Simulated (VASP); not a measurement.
A run of VASP 6.6.1 is set up as follows.

Contents of INCAR:

```
PREC     = Accurate       # precision mode
ENCUT    = 520            # plane-wave cutoff, eV
EDIFF    = 1E-6           # SCF threshold, eV
ISMEAR   = -1             # smearing method
SIGMA    = 0.05           # smearing width, eV
LREAL    = F              # projectors in reciprocal space
LASPH    = T              # aspherical terms in the spheres
NELM     = 80             # most SCF steps
ALGO     = Normal         # electronic algorithm
ISIF     = 2              # what is computed and relaxed
LWAVE    = F              # write WAVECAR
LCHARG   = F              # write CHGCAR
GGA      = B5             # functional
ALDAX    = 1.0          
AGGAX    = 1.0          
AGGAC    = 1.0          
ALDAC    = 0.0          
IVDW     = 12             # dispersion correction
VDW_S6   = 1.0          
VDW_S8   = 2.6996       
VDW_A1   = 0.4298       
VDW_A2   = 4.2359       
NBANDS   = 35             # bands
```

Contents of KPOINTS:

```
Automatic mesh
0
Gamma
  9 9 2
```

POSCAR

```
Te2Mo
1.0
    3.4945872080      0.0000000000      0.0000000000
   -1.7472936040      3.0264012979      0.0000000000
    0.0000000000      0.0000000000     13.8798146239
Te Mo
4 2
Direct
    0.6666666667      0.3333333333      0.3790000000
    0.3333333333      0.6666666667      0.8790000000
    0.6666666667      0.3333333333      0.1210000000
    0.3333333333      0.6666666667      0.6210000000
    0.6666666667      0.3333333333      0.7500000000
    0.3333333333      0.6666666667      0.2500000000
```

Potentials or basis: VASP PAW PBE potentials, release 64 (Te, Mo_sv).

Run with:

```bash
$ cat potpaw_PBE.64/Te/POTCAR potpaw_PBE.64/Mo_sv/POTCAR > POTCAR
$ mpirun -np 1 vasp_std > vasp.out
```

Task: What does it give for the dispersion energy per atom?

Result: -1.284 eV.

Task: Predict the band gap on the k mesh.

Result: 0.80 eV, indirect (least direct gap 1.07 eV).

Forces in eV/Å, atoms in the order of the input:
```
Te   0.000  0.000  0.786
Te   0.000  0.000  0.786
Te   0.000  0.000 -0.786
Te   0.000  0.000 -0.786
Mo   0.000  0.000  0.000
Mo   0.000  0.000  0.000
```

Caveat: the PAW data sets were made with another functional, which shifts forces and pressure a little; spin-orbit coupling is left out, which moves the levels of the heavy elements. A k mesh can miss the band edges.
